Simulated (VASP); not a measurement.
# VO2 (P4_2/mnm) in VASP: electric field gradients with PBE

Aim: the electric field gradients of VO2 with PBE.

All numbers are computed with VASP 6.6.1; they aren't measurements. Logs are shortened: lines on timing, memory, paths and dates and some standing lists are left out, and cuts for length are marked.

### Step 1. The cell of the first run

It takes space group P4_2/mnm (No. 136, tetragonal). Conventional cell: a = 4.555 Å, b = 4.555 Å, c = 2.853 Å, α = 90.00°, β = 90.00°, γ = 90.00°. V (site symmetry mmm) has 6 O at 1.92 to 1.93 Å within 2.5 Å. O (site symmetry m2m) has 3 V at 1.92 to 1.93 Å and 1 O at 2.58 Å within 2.6 Å.

### Step 2. Electric field gradients, PBE, collinear spin, ferromagnetic start

File INCAR:

```
SYSTEM = VO2
PREC = Accurate
ENCUT = 520
EDIFF = 1E-8
ISMEAR = -1
SIGMA = 0.08
LREAL = .False.
LASPH = .True.
NELM = 200
ALGO = Normal
ISIF = 2
LWAVE = .False.
LCHARG = .False.
ISPIN = 2
MAGMOM = 1.5 1.5 0 0 0 0
LORBIT = 11
LMAXMIX = 4
GGA = PE
LEFG = .True.
NBANDS = 38
GGA_COMPAT = .False.
```

File KPOINTS:

```
regular mesh
0
Gamma
  7 7 11
  0 0 0
```

File POSCAR:

```
VO2
1.0
    4.5546000000      0.0000000000      0.0000000000
    0.0000000000      4.5546000000      0.0000000000
    0.0000000000      0.0000000000      2.8528000000
V O
2 4
Direct
    0.0000000000      0.0000000000      0.0000000000
    0.5000000000      0.5000000000      0.5000000000
    0.3001000000      0.3001000000      0.0000000000
    0.1999000000      0.8001000000      0.5000000000
    0.6999000000      0.6999000000      0.0000000000
    0.8001000000      0.1999000000      0.5000000000
```

Potentials or basis: VASP PAW PBE potentials, release 64 (V_sv, O).

Launch:

```bash
cat potpaw_PBE.64/V_sv/POTCAR potpaw_PBE.64/O/POTCAR > POTCAR
mpirun -np 1 vasp_std > vasp.out
```

OUTCAR:

```text
SYSTEM = VO2
   PREC = Accurate
   ENCUT = 520
   EDIFF = 1E-8
   ISMEAR = -1
   LREAL = .False.
   LASPH = .True.
   NELM = 200
   ISIF = 2
   ISPIN = 2
   LORBIT = 11
   GGA = PE

 ion  position               nearest neighbor table
   1  0.000  0.000  0.000-   4 1.92   6 1.92   4 1.92   6 1.92   5 1.93   3 1.93
   2  0.500  0.500  0.500-   3 1.92   5 1.92   3 1.92   5 1.92   4 1.93   6 1.93
   3  0.300  0.300  0.000-   2 1.92   2 1.92   1 1.93
   4  0.200  0.800  0.500-   1 1.92   1 1.92   2 1.93
   5  0.700  0.700  0.000-   2 1.92   2 1.92   1 1.93
   6  0.800  0.200  0.500-   1 1.92   1 1.92   2 1.93

  LATTYP: Found a simple tetragonal cell.
 ALAT       =     4.5546000000
 C/A-ratio  =     0.6263557722

  Lattice vectors:

 A1 = (   4.5546000000,   0.0000000000,   0.0000000000)
 A2 = (   0.0000000000,   4.5546000000,   0.0000000000)
 A3 = (   0.0000000000,   0.0000000000,   2.8528000000)

Analysis of symmetry for initial positions (statically):
=====================================================================
 Subroutine PRICEL returns:
 Original cell was already a primitive cell.

 Routine SETGRP: Setting up the symmetry group for a
 simple tetragonal supercell.

 Subroutine GETGRP returns: Found 16 space group operations
 (whereof  8 operations were pure point group operations)
 out of a pool of 16 trial point group operations.

The static configuration has the point symmetry D_2h.
 The point group associated with its full space group is D_4h.

Analysis of symmetry for dynamics (positions and initial velocities):
=====================================================================
 Subroutine PRICEL returns:
 Original cell was already a primitive cell.

 Routine SETGRP: Setting up the symmetry group for a
 simple tetragonal supercell.

 Subroutine GETGRP returns: Found 16 space group operations
 (whereof  8 operations were pure point group operations)
 out of a pool of 16 trial point group operations.

The dynamic configuration has the point symmetry D_2h.
 The point group associated with its full space group is D_4h.

Analysis of structural, dynamic, and magnetic symmetry:
=====================================================================
 Subroutine PRICEL returns:
[... 2111 lines left out ...]
  external PRESSURE =      27.0628970 kB  Pullay stress =       0.0000000 kB

 VOLUME and BASIS-vectors are now :
 -----------------------------------------------------------------------------
  energy-cutoff  :      520.00
  volume of cell :       59.18
      direct lattice vectors                 reciprocal lattice vectors
     4.554600000  0.000000000  0.000000000     0.219558249  0.000000000  0.000000000
     0.000000000  4.554600000  0.000000000     0.000000000  0.219558249  0.000000000
     0.000000000  0.000000000  2.852800000     0.000000000  0.000000000  0.350532810

 POSITION                                       TOTAL-FORCE (eV/Angst)
 -----------------------------------------------------------------------------------
      0.00000      0.00000      0.00000         0.000000      0.000000      0.000000
      2.27730      2.27730      1.42640         0.000000      0.000000      0.000000
      1.36684      1.36684      0.00000        -0.023002     -0.023002      0.000000
      0.91046      3.64414      1.42640         0.023002     -0.023002      0.000000
      3.18776      3.18776      0.00000         0.023002      0.023002     -0.000000
      3.64414      0.91046      1.42640        -0.023002      0.023002     -0.000000
 -----------------------------------------------------------------------------------
    total drift:                                0.000000      0.000000      0.000000

  FREE ENERGIE OF THE ION-ELECTRON SYSTEM (eV)
  ---------------------------------------------------
  free  energy   TOTEN  =       -51.9805365415 eV

  energy  without entropy=      -51.9145028289  energy(sigma->0) =      -51.94751969

 Electric field gradients (V/A^2)
---------------------------------------------------------------------
 ion       V_xx      V_yy      V_zz      V_xy      V_xz      V_yz
---------------------------------------------------------------------
   1      -0.971    -0.971     1.942     5.392     0.000     0.000
   2      -0.971    -0.971     1.942    -5.392     0.000     0.000
   3      -0.476    -0.476     0.952    26.576     0.000     0.000
   4      -0.476    -0.476     0.952   -26.576    -0.000    -0.000
   5      -0.476    -0.476     0.952    26.576     0.000     0.000
   6      -0.476    -0.476     0.952   -26.576     0.000     0.000
---------------------------------------------------------------------

 Electric field gradients after diagonalization (V/A^2)
 (convention: |V_zz| > |V_xx| > |V_yy|)
----------------------------------------------------------------------
 ion       V_xx      V_yy      V_zz     asymmetry (V_yy - V_xx)/ V_zz
----------------------------------------------------------------------
   1       4.421     1.942    -6.363       0.390
   2       4.421     1.942    -6.363       0.390
   3      26.101     0.952   -27.052       0.930
   4      26.101     0.952   -27.052       0.930
   5      26.101     0.952   -27.052       0.930
   6      26.101     0.952   -27.052       0.930
----------------------------------------------------------------------

           NMR quadrupolar parameters

 Cq : quadrupolar parameter    Cq=e*Q*V_zz/h
 eta: asymmetry parameters     (V_yy - V_xx)/ V_zz
 Q  : nuclear electric quadrupole moment in mb (millibarn)
----------------------------------------------------------------------
 ion       Cq(MHz)       eta       Q (mb)
----------------------------------------------------------------------
   1      -0.015       0.390       1.000
   2      -0.015       0.390       1.000
   3      -0.065       0.930       1.000
   4      -0.065       0.930       1.000
   5      -0.065       0.930       1.000
   6      -0.065       0.930       1.000
----------------------------------------------------------------------

 total charge

# of ion       s       p       d       tot
------------------------------------------
    1        2.283   6.337   2.908  11.529
    2        2.283   6.337   2.908  11.529
    3        1.573   3.478   0.000   5.051
    4        1.573   3.478   0.000   5.051
    5        1.573   3.478   0.000   5.051
    6        1.573   3.478   0.000   5.051
--------------------------------------------------
tot         10.857  26.586   5.817  43.260

 magnetization (x)

# of ion       s       p       d       tot
------------------------------------------
    1        0.013   0.012   1.019   1.044
    2        0.013   0.012   1.019   1.044
    3       -0.002  -0.050   0.000  -0.052
    4       -0.002  -0.050   0.000  -0.052
    5       -0.002  -0.050   0.000  -0.052
    6       -0.002  -0.050   0.000  -0.052
--------------------------------------------------
tot          0.018  -0.176   2.037   1.879
```

OSZICAR:

```text
N       E                     dE             d eps       ncg     rms          rms(c)
DAV:   1     0.614044471270E+03    0.61404E+03   -0.26985E+04  9136   0.143E+03
DAV:   2    -0.213085446881E+02   -0.63535E+03   -0.59341E+03  9646   0.458E+02
[... 13 lines left out ...]
DAV:  16    -0.519805374988E+02    0.11698E-05   -0.23545E-06 10050   0.148E-02    0.129E-02
DAV:  17    -0.519805363871E+02    0.11117E-05   -0.17993E-06 10212   0.153E-02    0.344E-03
DAV:  18    -0.519805364028E+02   -0.15628E-07   -0.22466E-07 10110   0.378E-03    0.177E-03
DAV:  19    -0.519805365030E+02   -0.10025E-06   -0.75854E-08 10222   0.301E-03    0.444E-04
DAV:  20    -0.519805365320E+02   -0.28964E-07   -0.10037E-08  6474   0.688E-04    0.321E-04
DAV:  21    -0.519805365415E+02   -0.95215E-08   -0.12673E-09  5730   0.276E-04
   1 F= -.51980537E+02 E0= -.51947520E+02  d E =-.660337E-01  mag=     1.9914
```

It took 2.4 min on 1 thread of Intel Xeon 6975P-C (Granite Rapids), shared host; peak memory 0.33 GiB.

Results:

* Free energy: -51.9805 eV
* Pressure: 2.7 GPa
* Largest force: 0.033 eV/Å
* Band gap on the k mesh: zero (filled and empty bands overlap)
* Net moment: 1.99 μB per cell
* Site moments: V +1.04; O -0.05 μB
* Largest electric field gradient by atom: V -6.4; O -27.1 V/Å²
* Valence electrons inside the program's atomic spheres: V 11.53; O 5.05

Forces on the atoms (eV/Å):
```
V    0.000  0.000  0.000
V    0.000  0.000  0.000
O   -0.023 -0.023  0.000
O    0.023 -0.023  0.000
O    0.023  0.023  0.000
O   -0.023  0.023  0.000
```

Stress tensor (GPa, compression positive):
```
3.50 0.00 0.00
0.00 3.50 0.00
0.00 0.00 1.13
```

Electric field gradients, principal values (V/Å²):
| atom | least | middle | greatest (by size) |
| --- | --- | --- | --- |
| 1 V | 1.942 | 4.421 | -6.363 |
| 2 V | 1.942 | 4.421 | -6.363 |
| 3 O | 0.952 | 26.101 | -27.052 |
| 4 O | 0.952 | 26.101 | -27.052 |
| 5 O | 0.952 | 26.101 | -27.052 |
| 6 O | 0.952 | 26.101 | -27.052 |

Caveat: without QUAD_EFG the Cq values of the log hold for a quadrupole moment of 1 mb, not for the nuclei; semilocal functionals often make such compounds metallic where correlation or magnetic order opens a gap, which also shifts bond lengths. With open d or f shells a metallic result of PBE can be an artefact of self-interaction; +U or a hybrid may open a gap.
